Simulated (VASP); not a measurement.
Runs of VASP 6.6.1 on Ge3N. The structure is that of space group Pm-3m (No. 221), or close to it. The cells are those of the table. 

```tsv
task	cell	k mesh	cutoff (eV)	gap on the mesh (eV)	pressure (GPa)	relaxed volume (Å³/atom)
relaxation of cell and atoms	relaxed from a = 4.098 Å, 4 atoms	4 × 4 × 4	600	none	0.0	(a)
single point	a = 3.976 Å, 4 atoms	4 × 4 × 4	520	none	-0.1	-
single point	a = 3.985 Å, 4 atoms	12 × 12 × 12	520	none	0.0	-
relaxation of cell and atoms	relaxed from a = 3.976 Å, 4 atoms	12 × 12 × 12	600	none	-0.1	15.84
single point	a = 4.098 Å, 4 atoms	4 × 4 × 4	520	none	-6.0	-
```

Alike in all rows: level PBE; potentials or basis VASP PAW PBE potentials, release 64 (Ge_d, N); no spin polarisation; smearing gaussian 0.1 eV.

Estimate the missing entries.

(a) 15.69.

Caveats: some runs use coarse meshes.

A k mesh can miss the band edges, and the runs leave out spin-orbit coupling on Ge.

A gap of «none» marks levels without a gap at the run's occupations.
